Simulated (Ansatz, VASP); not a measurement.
# AlN in VASP and in Ansatz

The input INCAR:

```
SYSTEM = AlN
PREC = Accurate ; ENCUT = 600
EDIFF = 1E-6 ; ISMEAR = 0
SIGMA = 0.02 ; LREAL = .False.
LASPH = .True. ; NELM = 120
ALGO = Normal ; ISIF = 2
LWAVE = .False. ; LCHARG = .False.
GGA = PS ; NBANDS = 11
GGA_COMPAT = .False.
```

Contents of KPOINTS:

```
Automatic mesh
0
Gamma
  10 10 10
  0 0 0
```

POSCAR

```
AlN
1.0
    0.0000000000      1.9599947150      1.9599947150
    1.9599947150      0.0000000000      1.9599947150
    1.9599947150      1.9599947150      0.0000000000
Al N
1 1
Direct
    0.5000000000      0.5000000000      0.5000000000
    0.0000000000      0.0000000000      0.0000000000
```

Input for Ansatz:

```yaml
crystal:
  lattice:
    - [0.0, 1.959994715, 1.959994715]
    - [1.959994715, 0.0, 1.959994715]
    - [1.959994715, 1.959994715, 0.0]
  atoms:
    - { symbol: Al, position: [0.5, 0.5, 0.5] }
    - { symbol: "N", position: [0.0, 0.0, 0.0] }
basis: {}
kpoints:
  mp_grid: { grid: [10, 10, 10] }
hamiltonian:
  xc: pbesol
  pseudopotentials: { kind: all_electron, lapw: {} }
scf:
  occupations: { method: gaussian, width: 0.02 }
output:
  forces: true
  stress: true
  eigenvalues: true
```

Alike in both runs: task single point; functional PBEsol; k mesh 10 × 10 × 10; occupations gaussian, width 0.02 eV; no spin polarisation.

|  | VASP | Ansatz |
| --- | --- | --- |
| version | VASP 6.6.1 | Ansatz 0.2.0 |
| potentials or method | VASP PAW PBE potentials, release 64 (Al, N), cutoff 600 eV | scalar-relativistic, all-electron LAPW |

|  | VASP | Ansatz | Ansatz less VASP |
| --- | --- | --- | --- |
| gap on the k mesh at the Fermi level (eV) | 4.96 | 4.97 | +0.016 |
| least direct gap on the mesh (eV) | 7.07 | 7.06 | -0.011 |

VASP's potentials were made for PBE, not for PBEsol. Ansatz ran all-electron here, and VASP with PAW potentials.
